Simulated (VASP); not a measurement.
# ScTe2 (Fm-3m) in VASP: notebook, part 2 of 2

VASP 6.6.1. Earlier steps stand in the parts before.

## Step 3: Single point, PBE (28.94 Å³/atom)

This run uses another cell than the first one, of 28.94 Å³/atom.

INCAR reads:

```
SYSTEM = ScTe2
ALGO     = Normal         ! electronic algorithm
EDIFF    = 1E-6           ! SCF threshold, eV
ENCUT    = 520            ! plane-wave cutoff, eV
GGA      = PE             ! functional
ISIF     = 2              ! what is computed and relaxed
ISMEAR   = 0              ! smearing method
LASPH    = .True.         ! aspherical terms in the spheres
LCHARG   = .False.        ! write CHGCAR
LREAL    = .False.        ! projectors in reciprocal space
LWAVE    = .False.        ! write WAVECAR
NBANDS   = 18             ! bands
NELM     = 80             ! most SCF steps
PREC     = Accurate       ! precision mode
SIGMA    = 0.05           ! smearing width, eV
```

KPOINTS reads:

```
k-points
0
Gamma
  8 8 8
  0 0 0
```

POSCAR reads:

```
ScTe2
1.0
    0.0000000000      3.5146205115      3.5146205115
    3.5146205115      0.0000000000      3.5146205115
    3.5146205115      3.5146205115      0.0000000000
Sc Te
1 2
Direct
    0.0000000000      0.0000000000      0.0000000000
    0.2500000000      0.2500000000      0.2500000000
    0.7500000000      0.7500000000      0.7500000000
```

Potentials or basis: VASP PAW PBE potentials, release 64 (Sc_sv, Te).

Started as:

```sh
cat potpaw_PBE.64/Sc_sv/POTCAR potpaw_PBE.64/Te/POTCAR > POTCAR
mpirun -np 1 vasp_std > vasp.out
```

OUTCAR:

```text
SYSTEM = ScTe2
   EDIFF = 1E-6
   ENCUT = 520
   GGA = PE
   ISIF = 2
   ISMEAR = 0
   LASPH = .True.
   LREAL = .False.
   NELM = 80
   PREC = Accurate

 ion  position               nearest neighbor table
   1  0.000  0.000  0.000-   3 3.04   3 3.04   3 3.04   2 3.04   2 3.04   2 3.04   3 3.04   2 3.04

   2  0.250  0.250  0.250-   1 3.04   1 3.04   1 3.04   1 3.04   3 3.51   3 3.51   3 3.51   3 3.51
                             3 3.51   3 3.51
   3  0.750  0.750  0.750-   1 3.04   1 3.04   1 3.04   1 3.04   2 3.51   2 3.51   2 3.51   2 3.51
                             2 3.51   2 3.51

  LATTYP: Found a face centered cubic cell.
 ALAT       =     7.0292410230

  Lattice vectors:

 A1 = (   0.0000000000,   3.5146205115,   3.5146205115)
 A2 = (   3.5146205115,   0.0000000000,   3.5146205115)
 A3 = (   3.5146205115,   3.5146205115,   0.0000000000)

Analysis of symmetry for initial positions (statically):
=====================================================================
 Subroutine PRICEL returns:
 Original cell was already a primitive cell.

 Routine SETGRP: Setting up the symmetry group for a
 face centered cubic supercell.

 Subroutine GETGRP returns: Found 48 space group operations
 (whereof 48 operations were pure point group operations)
 out of a pool of 48 trial point group operations.

The static configuration has the point symmetry O_h .

Analysis of symmetry for dynamics (positions and initial velocities):
=====================================================================
 Subroutine PRICEL returns:
 Original cell was already a primitive cell.

 Routine SETGRP: Setting up the symmetry group for a
 face centered cubic supercell.

 Subroutine GETGRP returns: Found 48 space group operations
 (whereof 48 operations were pure point group operations)
 out of a pool of 48 trial point group operations.

The dynamic configuration has the point symmetry O_h .

 Subroutine INISYM returns: Found 48 space group operations
 (whereof 48 operations are pure point group operations),
[... 118 lines left out ...]
     AMIX_MAG =   1.60;   BMIX_MAG =  1.00
  volume/ion in A,a.u.               =      28.94       195.32
  Fermi-wavevector in a.u.,A,eV,Ry     =   1.051386  1.986832 15.040061  1.105413
  Thomas-Fermi vector in A             =   2.186427
   LORBIT       =      0    0 simple, 1 ext, 2 COOP (PROOUT), +10 PAW based schemes
   GGA     = PE    functional components
   LHFCALC =     F    Hartree Fock is set to
   AEXX    =    0.0000 exact exchange contribution
   IVDW    =     0    specifies the selected vdW correction
   LEPSILON=     F    determine dielectric tensor
   LRPA    =     F    only Hartree local field effects (RPA)
 non-spin polarized calculation
 Gauss-broadening in eV      SIGMA  =   0.05
  energy-cutoff  :      520.00
  volume of cell :       86.83
 maximum number of plane-waves:      2362
 NGX is ok and might be reduce to    40
   NGX = 19   NGY = 19   NGZ = 19

 number of electron      23.0000000 magnetization

 Free energy of the ion-electron system (eV)
  ---------------------------------------------------
  ext. energy  EPLUGINS =         0.00000000
  ---------------------------------------------------
  free energy    TOTEN  =       -14.83524938 eV

  energy without entropy =      -14.83320154  energy(sigma->0) =      -14.83422546

 E-fermi :   5.7846     XC(G=0):  -9.4386

 val. band max:        5.7790190614   @ k =   0.3750   0.2500   0.1250
 cond. band min:       5.8376656140   @ k =   0.5000   0.2500   0.0000
 fundamental gap:      0.0586465526
 Fermi energy:         5.7845960413

 k-point     1 :       0.0000    0.0000    0.0000
  band No.  band energies     occupation
      1     -44.0671      2.00000
      2     -22.6947      2.00000
      3     -22.6947      2.00000
      4     -22.6947      2.00000
      5      -6.6025      2.00000
      6      -3.2778      2.00000
[... 481 lines left out ...]
      5      -5.1182      2.00000
      6      -5.0319      2.00000
[... 10 lines left out ...]
     17       9.1634      0.00000
     18      10.9644      0.00000

 [... further k-points ...]

------------------------ aborting loop because EDIFF is reached ----------------------------------------

  FORCE on cell =-STRESS in cart. coord.  units (eV):
  Direction    XX          YY          ZZ          XY          YZ          ZX
  --------------------------------------------------------------------------------------
  -------------------------------------------------------------------------------------
  Total        1.2783122      1.2783122      1.2783122     -0.0000000     -0.0000000      0.0000000
  in kB       23.5875161     23.5875161     23.5875161     -0.0000000     -0.0000000      0.0000000
  external PRESSURE =      23.5875161 kB  Pullay stress =       0.0000000 kB

 VOLUME and BASIS-vectors are now :
 -----------------------------------------------------------------------------
  energy-cutoff  :      520.00
  volume of cell :       86.83
      direct lattice vectors                 reciprocal lattice vectors
     0.000000000  3.514620511  3.514620511    -0.142262870  0.142262870  0.142262870
     3.514620511  0.000000000  3.514620511     0.142262870 -0.142262870  0.142262870
     3.514620511  3.514620511  0.000000000     0.142262870  0.142262870 -0.142262870

 POSITION                                       TOTAL-FORCE (eV/Angst)
 -----------------------------------------------------------------------------------
      0.00000      0.00000      0.00000        -0.000000      0.000000     -0.000000
      1.75731      1.75731      1.75731        -0.000000      0.000000      0.000000
      5.27193      5.27193      5.27193         0.000000     -0.000000     -0.000000
 -----------------------------------------------------------------------------------
    total drift:                               -0.000000      0.000000      0.000000

  FREE ENERGIE OF THE ION-ELECTRON SYSTEM (eV)
  ---------------------------------------------------
  free  energy   TOTEN  =       -14.8352493774 eV

  energy  without entropy=      -14.8332015375  energy(sigma->0) =      -14.83422546
```

OSZICAR:

```text
N       E                     dE             d eps       ncg     rms          rms(c)
DAV:   1     0.171145054507E+03    0.17115E+03   -0.93610E+03  1044   0.111E+03
DAV:   2    -0.230460318975E+00   -0.17138E+03   -0.16857E+03  1052   0.328E+02
DAV:   3    -0.155721077158E+02   -0.15342E+02   -0.14865E+02  1488   0.813E+01
DAV:   4    -0.162236886231E+02   -0.65158E+00   -0.64188E+00  1648   0.189E+01
DAV:   5    -0.162305376223E+02   -0.68490E-02   -0.68475E-02  1568   0.188E+00    0.931E+00
DAV:   6    -0.148439877943E+02    0.13865E+01   -0.57529E+00  1562   0.226E+01    0.453E+00
DAV:   7    -0.148391426998E+02    0.48451E-02   -0.30431E-01  1590   0.560E+00    0.272E+00
DAV:   8    -0.148382248226E+02    0.91788E-03   -0.75354E-02  1662   0.267E+00    0.457E-01
DAV:   9    -0.148347178582E+02    0.35070E-02   -0.26744E-02  1468   0.162E+00    0.156E-01
DAV:  10    -0.148358495491E+02   -0.11317E-02   -0.59777E-03  1538   0.761E-01    0.176E-01
DAV:  11    -0.148352258147E+02    0.62373E-03   -0.30734E-03  1466   0.544E-01    0.139E-02
DAV:  12    -0.148352494925E+02   -0.23678E-04   -0.13039E-04  1464   0.766E-02    0.180E-02
DAV:  13    -0.148352499984E+02   -0.50591E-06   -0.31830E-05  1568   0.524E-02    0.564E-03
DAV:  14    -0.148352493774E+02    0.62094E-06   -0.22374E-06  1160   0.160E-02
   1 F= -.14835249E+02 E0= -.14834225E+02  d E =-.204784E-02
```

stdout:

```text
POSCAR found type information on POSCAR ScTe
 POSCAR found :  2 types and       3 ions
 scaLAPACK will be used
 LDA part: xc-table for (Slater+PW92), standard interpolation
 POSCAR, INCAR and KPOINTS ok, starting setup
 FFT: planning ... GRIDC
 FFT: planning ... GRID_SOFT
 FFT: planning ... GRID
 WAVECAR not read
 entering main loop
```

Run time: 2.4 min. Hardware: 1 thread of Intel Xeon 8259CL, shared host; peak memory 0.26 GiB.

Results:

```yaml
Free_energy: -14.8352 eV
Pressure: 2.4 GPa
Band_gap_on_the_k_mesh: zero (an odd number of electrons rules out a gap without spin polarisation)
```

Levels at points of the mesh, in eV from the Fermi level:
```csv
k point,band 9,band 10,band 11,band 12,band 13,band 14
"(0.00, 0.00, 0.00)",-3.58,0.14,0.14,0.14,1.08,1.08
"(0.50, 0.00, 0.00)",-2.58,-2.07,-2.07,-1.99,1.34,1.34
"(0.50, 0.50, 0.00)",-3.87,-0.36,-0.36,0.62,1.64,1.89
```

Caveat: spin-orbit coupling is left out, which moves the levels of the heavy elements.

## Step 4: Single point, PBE (29.55 Å³/atom)

This run uses another cell than the first one, of 29.55 Å³/atom.

INCAR reads:

```
SYSTEM = ScTe2
ALGO = Normal ; EDIFF = 1E-7
ENCUT = 520 ; GGA = PE
ISIF = 2 ; ISMEAR = 0
LASPH = .True. ; LCHARG = .True.
LELF = .True. ; LREAL = .False.
LVHAR = .True. ; LWAVE = .False.
NBANDS = 18 ; NELM = 100
PREC = Accurate ; SIGMA = 0.05
```

KPOINTS is that of step 3.

POSCAR reads:

```
ScTe2
1.0
    0.0000000000      3.5388600397      3.5388600397
    3.5388600397      0.0000000000      3.5388600397
    3.5388600397      3.5388600397      0.0000000000
Sc Te
1 2
Direct
    0.0000000000      0.0000000000      0.0000000000
    0.2500000000      0.2500000000      0.2500000000
    0.7500000000      0.7500000000      0.7500000000
```

Started as:

```sh
cat potpaw_PBE.64/Sc_sv/POTCAR potpaw_PBE.64/Te/POTCAR > POTCAR
mpirun -np 1 vasp_std > vasp.out
```

It took 2.8 min on 1 thread of Intel Xeon 8259CL, shared host; peak memory 0.25 GiB.

The run converged. Its results:

```yaml
Free_energy: -14.8550 eV
Pressure: 1.1 GPa
Band_gap_on_the_k_mesh: zero (an odd number of electrons rules out a gap without spin polarisation)
```

Levels at points of the mesh, in eV from the Fermi level:
```tsv
k point	band 8	band 9	band 10	band 11	band 12	band 13	band 14	band 15
(0.00, 0.00, 0.00)	-3.49	-3.49	0.14	0.14	0.14	1.10	1.10	3.47
(0.50, 0.00, 0.00)	-2.68	-2.55	-2.01	-2.01	-1.95	1.34	1.34	2.17
(0.50, 0.50, 0.00)	-3.78	-3.78	-0.34	-0.34	0.65	1.63	1.83	2.23
```

Caveat: spin-orbit coupling is left out, which moves the levels of the heavy elements.

## Step 5: Summary

| cell | gap on the mesh (eV) | pressure (GPa) |
| --- | --- | --- |
| a = 4.944 Å, angles 60.0°, 3 atoms | none | 3.4 |
| a = 4.970 Å, angles 60.0°, 3 atoms | none | 2.4 |
| a = 5.005 Å, angles 60.0°, 3 atoms | none | 1.1 |

Alike in all rows: task single point; level PBE; potentials or basis VASP PAW PBE potentials, release 64 (Sc_sv, Te); no spin polarisation; k mesh 8 × 8 × 8; cutoff (eV) 520; smearing gaussian 0.05 eV.

Caveats: spin-orbit coupling is left out, which moves the levels of the heavy elements; the cell stands under pressure (at least some runs).

Absolute energies hang on the potentials; compare differences alone.

The gap in the log of VASP goes by the Fermi energy; the results here count the filled bands.